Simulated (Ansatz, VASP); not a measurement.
**Two plane-wave programs on SnSe2**

```
CELL_PARAMETERS angstrom
3.81100 0.00000 0.00000
-1.90550 3.30042 0.00000
0.00000 0.00000 6.32111
ATOMIC_POSITIONS crystal
Sn 0.00000 0.00000 0.00000
Se 0.33333 0.66667 0.25000
Se 0.66667 0.33333 0.75000
```

Change from the starting cell: strain +0.0300 x Voigt [0, 0, 1, 0, 0, 0], atoms carried along.

Alike in both runs: task single point; functional PBE; k mesh 12 × 12 × 6; occupations gaussian, width 0.05 eV; no spin polarisation.

|  | VASP | Ansatz |
| --- | --- | --- |
| version | VASP 6.6.1 | Ansatz 0.2.0 |
| potentials or method | VASP PAW PBE potentials, release 64 (Sn_d, Se), cutoff 520 eV | scalar-relativistic, plane waves, PAW |
| valence electrons in the cell | 26 | 46 |

```tsv
	VASP	Ansatz	Ansatz less VASP
gap on the k mesh at the Fermi level (eV)	0.68	0.68	+0.002
least direct gap on the mesh (eV)	1.19	1.20	+0.003
pressure (GPa)	3.1	3.1	-0.07
traceless stress, the component that is largest in VASP (GPa)	-0.20	-0.21	-0.009
rms of the force components (eV/Å)	0.138	0.131	-0.0070
```

Atom by atom the forces differ by 0.007 eV/Å (rms over components). VASP's potentials hold 26 valence electrons a cell and Ansatz's 46, so a difference there can come from the potentials and not from the codes.
